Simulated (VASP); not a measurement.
# GeCN2 (R-3m) in VASP: further runs

GeCN2 is run at these levels: LDA; tasks: single point, relaxation of cell and atoms.

All numbers are computed with VASP 6.6.1; they aren't measurements. Logs are shortened: lines on timing, memory, paths and dates and some standing lists are left out, and cuts for length are marked.

**1. The cell of the first run**

The structure is trigonal, space group R-3m (No. 166). Conventional cell: a = 3.445 Å, b = 3.445 Å, c = 14.576 Å, α = 90.00°, β = 90.00°, γ = 120.00°. Within 3.2 Å of Ge (site symmetry -3m) lie 6 N at 2.32 Å and 6 C at 3.14 Å. Within 1.7 Å of C (site symmetry -3m) lie 2 N at 1.23 Å. N (site symmetry 3m) has 1 C at 1.23 Å within 1.7 Å.

**2. Single point, LDA**

File INCAR:

```
SYSTEM = GeCN2
ALGO     = Normal         ! electronic algorithm
EDIFF    = 1E-6           ! SCF threshold, eV
ENCUT    = 520            ! plane-wave cutoff, eV
GGA      = CA             ! functional
ISIF     = 2              ! what is computed and relaxed
ISMEAR   = 0              ! smearing method
LASPH    = .True.         ! aspherical terms in the spheres
LCHARG   = .False.        ! write CHGCAR
LREAL    = .False.        ! projectors in reciprocal space
LWAVE    = .False.        ! write WAVECAR
NBANDS   = 22             ! bands
NELM     = 100            ! most SCF steps
PREC     = Accurate       ! precision mode
SIGMA    = 0.02           ! smearing width, eV
```

File KPOINTS:

```
k-points
0
Gamma
  9 9 9
  0 0 0
```

File POSCAR:

```
GeCN2
1.0
    1.7226889807      0.9945949467      4.8588225324
   -1.7226889807      0.9945949467      4.8588225324
    0.0000000000     -1.9891898935      4.8588225324
Ge C N
1 1 2
Direct
    0.0000000000      0.0000000000      0.0000000000
    0.5000000000      0.5000000000      0.5000000000
    0.4155196828      0.4155196828      0.4155196828
    0.5844803172      0.5844803172      0.5844803172
```

Potentials or basis: VASP PAW LDA potentials, release 64 (Ge_d, C, N).

On the command line:

```sh
$ cat potpaw_LDA.64/Ge_d/POTCAR potpaw_LDA.64/C/POTCAR potpaw_LDA.64/N/POTCAR > POTCAR
$ mpirun -np 1 vasp_std > vasp.out
```

OUTCAR:

```text
SYSTEM = GeCN2
   EDIFF = 1E-6
   ENCUT = 520
   GGA = CA
   ISIF = 2
   ISMEAR = 0
   LASPH = .True.
   LREAL = .False.
   NELM = 100
   PREC = Accurate

 ion  position               nearest neighbor table
   1  0.000  0.000  0.000-   4 2.32   3 2.32   4 2.32   4 2.32   3 2.32   3 2.32
   2  0.500  0.500  0.500-   3 1.23   4 1.23
   3  0.416  0.416  0.416-   2 1.23   1 2.32   1 2.32   1 2.32
   4  0.584  0.584  0.584-   2 1.23   1 2.32   1 2.32   1 2.32

  LATTYP: Found a trigonal (rhomboedric) cell.
 ALAT       =     5.2502412167
 COS(alpha) =     0.7846795727

  Lattice vectors:

 A1 = (   1.7226889807,   0.9945949467,   4.8588225324)
 A2 = (  -1.7226889807,   0.9945949467,   4.8588225324)
 A3 = (   0.0000000000,  -1.9891898935,   4.8588225324)

Analysis of symmetry for initial positions (statically):
=====================================================================
 Subroutine PRICEL returns:
 Original cell was already a primitive cell.

 Routine SETGRP: Setting up the symmetry group for a
 trigonal (rhombohedral) supercell.

 Subroutine GETGRP returns: Found 12 space group operations
 (whereof 12 operations were pure point group operations)
 out of a pool of 12 trial point group operations.

The static configuration has the point symmetry D_3d.

Analysis of symmetry for dynamics (positions and initial velocities):
=====================================================================
 Subroutine PRICEL returns:
 Original cell was already a primitive cell.

 Routine SETGRP: Setting up the symmetry group for a
 trigonal (rhombohedral) supercell.

 Subroutine GETGRP returns: Found 12 space group operations
 (whereof 12 operations were pure point group operations)
 out of a pool of 12 trial point group operations.

The dynamic configuration has the point symmetry D_3d.

 Subroutine INISYM returns: Found 12 space group operations
 (whereof 12 operations are pure point group operations),
 and found     1 'primitive' translations

----------------------------------------------------------------------------------------

                                     Primitive cell

  volume of cell :      49.9500

  direct lattice vectors                    reciprocal lattice vectors
     1.722688981  0.994594947  4.858822532     0.290243918  0.167572404  0.068603727
    -1.722688981  0.994594947  4.858822532    -0.290243918  0.167572404  0.068603727
     0.000000000 -1.989189894  4.858822532     0.000000000 -0.335144809  0.068603727

  length of vectors
     5.250241217  5.250241217  5.250241217     0.342094306  0.342094306  0.342094306

  position of ions in fractional coordinates (direct lattice)
     0.000000000  0.000000000  0.000000000
     0.500000000  0.500000000  0.500000000
     0.415519683  0.415519683  0.415519683
     0.584480317  0.584480317  0.584480317

  ion indices of the primitive-cell ions
   primitive index   ion index
                 1           1
                 2           2
                 3           3
                 4           4

----------------------------------------------------------------------------------------

 KPOINTS: k-points

Automatic generation of k-mesh.
 Grid dimensions read from file:
 generate k-points for:    9    9    9

 Generating k-lattice:

  Cartesian coordinates                     Fractional coordinates (reciprocal lattice)
     0.032249324  0.018619156  0.007622636     0.111111111  0.000000000  0.000000000
    -0.032249324  0.018619156  0.007622636     0.000000000  0.111111111  0.000000000
     0.000000000 -0.037238312  0.007622636     0.000000000  0.000000000  0.111111111

  Length of vectors
     0.038010478  0.038010478  0.038010478

  Shift w.r.t. Gamma in fractional coordinates (k-lattice)
     0.000000000  0.000000000  0.000000000

 Subroutine IBZKPT returns following result:
 ===========================================

 Found     85 irreducible k-points:

 Following reciprocal coordinates:
            Coordinates               Weight
  0.000000  0.000000  0.000000      1.000000
  0.111111  0.000000  0.000000      6.000000
  0.222222 -0.000000  0.000000      6.000000
  0.333333  0.000000 -0.000000      6.000000
  0.444444 -0.000000  0.000000      6.000000
  0.111111  0.111111  0.000000      6.000000
[... 16 lines left out ...]
 -0.333333  0.333333  0.000000      6.000000
  0.444444  0.444444  0.000000      6.000000
 [... further k-points ...]
   k-points           NKPTS =     85   k-points in BZ     NKDIM =     85   number of bands    NBANDS=     22
   number of dos      NEDOS =    301   number of ions     NIONS =      4
   total plane-waves  NPLWV =  64000
   dimension x,y,z NGX =    40 NGY =   40 NGZ =   40
   dimension x,y,z NGXF=    80 NGYF=   80 NGZF=   80
   ions per type =               1   1   2
   NGX,Y,Z   is equivalent  to a cutoff of  12.67, 12.67, 12.67 a.u.
   NGXF,Y,Z  is equivalent  to a cutoff of  25.33, 25.33, 25.33 a.u.
 SYSTEM =  GeCN2
[... 71 lines left out ...]
      6     -15.3482      2.00000
[... 14 lines left out ...]
     21      14.2385      0.00000
     22      15.0969      0.00000

 k-point     2 :       0.1111    0.0000    0.0000
  band No.  band energies     occupation
      1     -20.4673      2.00000
      2     -20.4623      2.00000
      3     -20.4613      2.00000
      4     -20.4483      2.00000
      5     -20.4465      2.00000
      6     -15.2930      2.00000
[... 14 lines left out ...]
     21      13.6260      0.00000
     22      14.6858      0.00000

 k-point     3 :       0.2222   -0.0000    0.0000
  band No.  band energies     occupation
      1     -20.4737      2.00000
      2     -20.4565      2.00000
      3     -20.4555      2.00000
      4     -20.4520      2.00000
      5     -20.4466      2.00000
      6     -15.1483      2.00000
[... 14 lines left out ...]
     21      12.3493      0.00000
     22      15.4432      0.00000

 k-point     4 :       0.3333    0.0000   -0.0000
  band No.  band energies     occupation
      1     -20.4821      2.00000
      2     -20.4588      2.00000
      3     -20.4522      2.00000
      4     -20.4475      2.00000
      5     -20.4424      2.00000
      6     -14.9744      2.00000
[... 14 lines left out ...]
     21      12.7139      0.00000
     22      15.9546      0.00000

 k-point     5 :       0.4444   -0.0000    0.0000
  band No.  band energies     occupation
      1     -20.4880      2.00000
      2     -20.4612      2.00000
      3     -20.4524      2.00000
      4     -20.4432      2.00000
      5     -20.4372      2.00000
      6     -14.8549      2.00000
[... 14 lines left out ...]
     21      13.7955      0.00000
     22      15.8167      0.00000

 k-point     6 :       0.1111    0.1111    0.0000
  band No.  band energies     occupation
      1     -20.4673      2.00000
      2     -20.4622      2.00000
      3     -20.4613      2.00000
      4     -20.4484      2.00000
      5     -20.4465      2.00000
      6     -15.2846      2.00000
[... 14 lines left out ...]
     21      13.5645      0.00000
     22      14.6711      0.00000

 k-point     7 :       0.2222    0.1111    0.0000
  band No.  band energies     occupation
      1     -20.4702      2.00000
      2     -20.4614      2.00000
      3     -20.4549      2.00000
      4     -20.4515      2.00000
      5     -20.4468      2.00000
      6     -15.1774      2.00000
[... 324 lines left out ...]
      6     -14.9129      2.00000
[... 14 lines left out ...]
     21      13.2058      0.00000
     22      15.6943      0.00000

 k-point    21 :       0.4444    0.3333    0.0000
  band No.  band energies     occupation
      1     -20.4842      2.00000
      2     -20.4594      2.00000
      3     -20.4543      2.00000
      4     -20.4464      2.00000
      5     -20.4394      2.00000
      6     -14.8167      2.00000
[... 14 lines left out ...]
     21      13.7110      0.00000
     22      16.1249      0.00000

 k-point    22 :      -0.4444    0.3333    0.0000
  band No.  band energies     occupation
      1     -20.4791      2.00000
      2     -20.4607      2.00000
      3     -20.4553      2.00000
      4     -20.4467      2.00000
      5     -20.4413      2.00000
      6     -14.7485      2.00000
[... 14 lines left out ...]
     21      14.5515      0.00000
     22      15.6631      0.00000

 k-point    23 :      -0.3333    0.3333    0.0000
  band No.  band energies     occupation
      1     -20.4705      2.00000
      2     -20.4692      2.00000
      3     -20.4487      2.00000
      4     -20.4487      2.00000
      5     -20.4456      2.00000
      6     -14.7411      2.00000
[... 14 lines left out ...]
     21      14.5070      0.00000
     22      15.1426      0.00000

 k-point    24 :       0.4444    0.4444    0.0000
  band No.  band energies     occupation
      1     -20.4896      2.00000
      2     -20.4618      2.00000
      3     -20.4521      2.00000
      4     -20.4431      2.00000
      5     -20.4372      2.00000
      6     -14.7721      2.00000
[... 14 lines left out ...]
     21      13.2819      0.00000
     22      16.4261      0.00000

 [... further k-points ...]
[... 5 lines left out ...]
  --------------------------------------------------------------------------------------
  -------------------------------------------------------------------------------------
  Total       -0.0519281     -0.0519281      0.3788801      0.0000000     -0.0000000      0.0000000
  in kB       -1.6656260     -1.6656260     12.1528180      0.0000000     -0.0000000      0.0000000
  external PRESSURE =       2.9405220 kB  Pullay stress =       0.0000000 kB

 VOLUME and BASIS-vectors are now :
 -----------------------------------------------------------------------------
  energy-cutoff  :      520.00
  volume of cell :       49.95
      direct lattice vectors                 reciprocal lattice vectors
     1.722688981  0.994594947  4.858822532     0.290243918  0.167572404  0.068603727
    -1.722688981  0.994594947  4.858822532    -0.290243918  0.167572404  0.068603727
     0.000000000 -1.989189894  4.858822532     0.000000000 -0.335144809  0.068603727

 POSITION                                       TOTAL-FORCE (eV/Angst)
 -----------------------------------------------------------------------------------
      0.00000      0.00000      0.00000         0.000000      0.000000      0.000000
      0.00000     -0.00000      7.28823        -0.000000      0.000000      0.000000
      0.00000     -0.00000      6.05681         0.000000      0.000000     -0.151600
      0.00000     -0.00000      8.51966         0.000000     -0.000000      0.151600
 -----------------------------------------------------------------------------------
    total drift:                                0.000000      0.000000     -0.000000

  FREE ENERGIE OF THE ION-ELECTRON SYSTEM (eV)
  ---------------------------------------------------
  free  energy   TOTEN  =       -32.2563471621 eV

  energy  without entropy=      -32.2563471621  energy(sigma->0) =      -32.25634716
```

Wall time 51 s (1 thread of Intel Xeon 6975P-C (Granite Rapids), shared host); peak memory 0.25 GiB.

What came out:

```
Free energy            : -32.2563 eV
Pressure               : 0.3 GPa
Largest force          : 0.152 eV/Å
Band gap on the k mesh : 0.79 eV (least direct gap 1.44 eV)
```

Forces in eV/Å, atoms in the order of the input:
```
Ge   0.000  0.000  0.000
C    0.000  0.000  0.000
N    0.000  0.000 -0.152
N    0.000  0.000  0.152
```

Stress tensor (GPa, compression positive):
```
-0.17  0.00  0.00
 0.00 -0.17  0.00
 0.00  0.00  1.22
```

Caveat: an odd mesh through Γ misses points on the zone boundary, where band edges can lie.

**3. Single point, LDA**

File INCAR:

```
  PREC = Accurate
  ENCUT = 520
  EDIFF = 1E-6
  ISMEAR = 0
  SIGMA = 0.05
  LREAL = F
  LASPH = T
  NELM = 60
  ALGO = Normal
  ISIF = 2
  LWAVE = F
  LCHARG = F
  NBANDS = 22
```

File KPOINTS:

```
regular mesh
0
Gamma
  12 12 12
```

POSCAR is that of step 2.

Potentials or basis: VASP PAW LDA potentials, release 64 (Ge_d, C, N).

On the command line:

```sh
$ cat potpaw_LDA.64/Ge_d/POTCAR potpaw_LDA.64/C/POTCAR potpaw_LDA.64/N/POTCAR > POTCAR
$ mpirun -np 1 vasp_std > vasp.out
```

Wall time 1.9 min (1 thread of Intel Xeon 6975P-C (Granite Rapids), shared host); peak memory 0.34 GiB.

It converged, with:

```
Free energy            : -32.2562 eV
Pressure               : 0.3 GPa
Largest force          : 0.151 eV/Å
Band gap on the k mesh : 0.70 eV (least direct gap 1.38 eV)
```

Forces in eV/Å, atoms in the order of the input:
```
Ge   0.000  0.000  0.000
C    0.000  0.000  0.000
N    0.000  0.000 -0.151
N    0.000  0.000  0.151
```

Stress tensor (GPa, compression positive):
```
-0.16  0.00  0.00
 0.00 -0.16  0.00
 0.00  0.00  1.21
```

Levels at points of the mesh, in eV from the valence-band top:
```
           k point  band 11  band 12  band 13  band 14  band 15  band 16  band 17  band 18
(0.00, 0.00, 0.00)    -5.70    -2.45    -2.45    -1.74     2.38     3.11     3.11     4.53
(0.50, 0.00, 0.00)    -5.92    -4.75    -3.90    -3.43     2.73     4.52     5.11     5.35
(0.50, 0.50, 0.00)    -6.46    -6.16    -2.33    -0.12     1.61     1.67     4.09     5.91
(0.50, 0.50, 0.50)    -5.69    -2.53    -2.53    -0.68     0.70     4.56     4.56     4.89
```

**4. Relaxation of cell and atoms, LDA**

This run uses another cell than the first one, of 13.72 Å³/atom.

File INCAR:

```
SYSTEM = GeCN2
PREC = Accurate ; ENCUT = 600
EDIFF = 1E-6 ; ISMEAR = 0
SIGMA = 0.02 ; LREAL = .FALSE.
LASPH = .TRUE. ; NELM = 100
ALGO = Normal ; ISIF = 3
LWAVE = .FALSE. ; LCHARG = .FALSE.
IBRION = 2 ; NSW = 100
EDIFFG = -0.005
```

File KPOINTS:

```
Automatic mesh
0
G
  9 9 9
  0 0 0
```

File POSCAR:

```
GeCN2
1.0
    1.7937903697      1.0356453528      4.9219572124
   -1.7937903697      1.0356453528      4.9219572124
    0.0000000000     -2.0712907057      4.9219572124
Ge C N
1 1 2
Direct
    0.0000000000      0.0000000000      0.0000000000
    0.5000000000      0.5000000000      0.5000000000
    0.4160956000      0.4160956000      0.4160956000
    0.5839044000      0.5839044000      0.5839044000
```

On the command line:

```sh
$ cat potpaw_LDA.64/Ge_d/POTCAR potpaw_LDA.64/C/POTCAR potpaw_LDA.64/N/POTCAR > POTCAR
$ mpirun -np 1 vasp_std > vasp.out
```

It took 20 min on 1 thread of Intel Xeon 6975P-C (Granite Rapids), shared host; peak memory 0.37 GiB.

The run converged. Its results:

* Free energy: -32.2677 eV
* Relaxed volume: 12.45 Å³/atom
* Relaxed cell: a = 5.253 Å, b = 5.253 Å, c = 5.253 Å, α = 38.21°, β = 38.21°, γ = 38.21°
* Space group after relaxing (to 0.1 Å): R-3m (No. 166)
* Energy gained by relaxing: 24.5 meV/atom
* Ionic steps: 40
* Pressure after relaxing: 0.0 GPa
* Band gap on the k mesh: 0.79 eV (least direct gap 1.44 eV)

Forces on the atoms (eV/Å):
```
Ge   0.000  0.000  0.000
C    0.000  0.000  0.000
N    0.000  0.000  0.002
N    0.000  0.000 -0.002
```

Step by step:
| step | energy change (eV) | largest force (eV/Å) | pressure (GPa) | volume (Å³) |
| --- | --- | --- | --- | --- |
| 1 | 0.0000 | 0.1932 | -6.51 | 54.86 |
| 2 | 0.0866 | 4.0968 | 9.04 | 50.55 |
| 3 | -0.0342 | 1.1351 | -1.60 | 53.33 |
| 4 | -0.0880 | 0.1902 | -0.84 | 51.15 |
| 5 | -0.0932 | 0.1595 | -0.62 | 50.32 |
| 6 | -0.0931 | 0.2308 | -0.39 | 50.14 |
| 7 | -0.0932 | 0.2042 | -0.32 | 50.21 |
| 8 | -0.0941 | 0.0242 | 0.59 | 49.90 |
| 9 | -0.0942 | 0.0169 | 0.54 | 49.91 |
| 10 | -0.0953 | 0.0464 | 0.52 | 49.80 |
| 11 | -0.0964 | 0.1469 | 0.37 | 49.63 |
| 12 | -0.0965 | 0.1869 | 0.27 | 49.56 |
| 13 | -0.0973 | 0.0015 | 0.64 | 49.50 |
| 14 | -0.0973 | 0.0433 | 0.76 | 49.49 |
| 15 | -0.0979 | 0.0251 | 0.29 | 49.60 |
| 16 | -0.0979 | 0.0327 | 0.14 | 49.61 |
| 17 | -0.0979 | 0.0282 | 0.23 | 49.61 |
| 18 | -0.0979 | 0.0144 | 0.24 | 49.66 |
| 19 | -0.0980 | 0.0522 | 0.14 | 49.71 |
| 20 | -0.0980 | 0.0391 | 0.28 | 49.69 |
| 21 | -0.0980 | 0.0465 | 0.19 | 49.70 |
| 22 | -0.0980 | 0.0028 | 0.04 | 49.77 |
| 23 | -0.0980 | 0.0106 | -0.15 | 49.79 |
| 24 | -0.0980 | 0.0012 | 0.07 | 49.77 |
| 25 | -0.0980 | 0.0071 | -0.07 | 49.78 |
| 26 | -0.0980 | 0.0034 | -0.07 | 49.78 |
| 27 | -0.0980 | 0.0011 | -0.02 | 49.77 |
| 28 | -0.0980 | 0.0036 | -0.03 | 49.79 |
| 29 | -0.0981 | 0.0181 | -0.10 | 49.84 |
| 30 | -0.0981 | 0.0133 | 0.02 | 49.82 |
| 31 | -0.0981 | 0.0175 | -0.06 | 49.83 |
| 32 | -0.0981 | 0.0101 | -0.02 | 49.83 |
| 33 | -0.0981 | 0.0071 | -0.02 | 49.82 |
| 34 | -0.0981 | 0.0101 | -0.03 | 49.82 |
| 35 | -0.0981 | 0.0142 | -0.01 | 49.82 |
| 36 | -0.0981 | 0.0118 | -0.01 | 49.82 |
| 37 | -0.0981 | 0.0101 | -0.02 | 49.82 |
| 38 | -0.0981 | 0.0098 | -0.03 | 49.82 |
| 39 | -0.0981 | 0.0243 | 0.11 | 49.81 |
| 40 | -0.0981 | 0.0021 | -0.01 | 49.82 |

Final structure:
```
CELL_PARAMETERS angstrom
1.71960 0.99281 4.86352
-1.71960 0.99281 4.86352
0.00000 -1.98563 4.86352
ATOMIC_POSITIONS crystal
Ge 0.00000 0.00000 0.00000
C 0.50000 0.50000 0.50000
N 0.41548 0.41548 0.41548
N 0.58452 0.58452 0.58452
```

Levels at points of the mesh, in eV from the valence-band top:
```csv
k point,band 11,band 12,band 13,band 14,band 15,band 16,band 17,band 18
"(0.00, 0.00, 0.00)",-5.67,-2.44,-2.44,-1.71,2.41,3.13,3.13,4.55
```

Caveat: an odd mesh through Γ misses points on the zone boundary, where band edges can lie.

**5. Overview**

| task | cell | k mesh | cutoff (eV) | smearing | gap on the mesh (eV) | pressure (GPa) | largest force (eV/Å) |
| --- | --- | --- | --- | --- | --- | --- | --- |
| single point | a = 5.250 Å, angles 38.3°, 4 atoms | 9 × 9 × 9 | 520 | gaussian 0.02 eV | 0.79 | 0.3 | 0.15 |
| single point | a = 5.250 Å, angles 38.3°, 4 atoms | 12 × 12 × 12 | 520 | gaussian 0.05 eV | 0.70 | 0.3 | 0.15 |
| relaxation of cell and atoms | relaxed from a = 5.340 Å, angles 39.3°, 4 atoms | 9 × 9 × 9 | 600 | gaussian 0.02 eV | 0.79 | 0.0 | - |

Alike in all rows: level LDA; potentials or basis VASP PAW LDA potentials, release 64 (Ge_d, C, N); no spin polarisation.

Caveats: an odd mesh through Γ misses points on the zone boundary, where band edges can lie (at least some runs).

Total energies depend on the potentials used, so only differences within one code and one set of settings carry meaning.
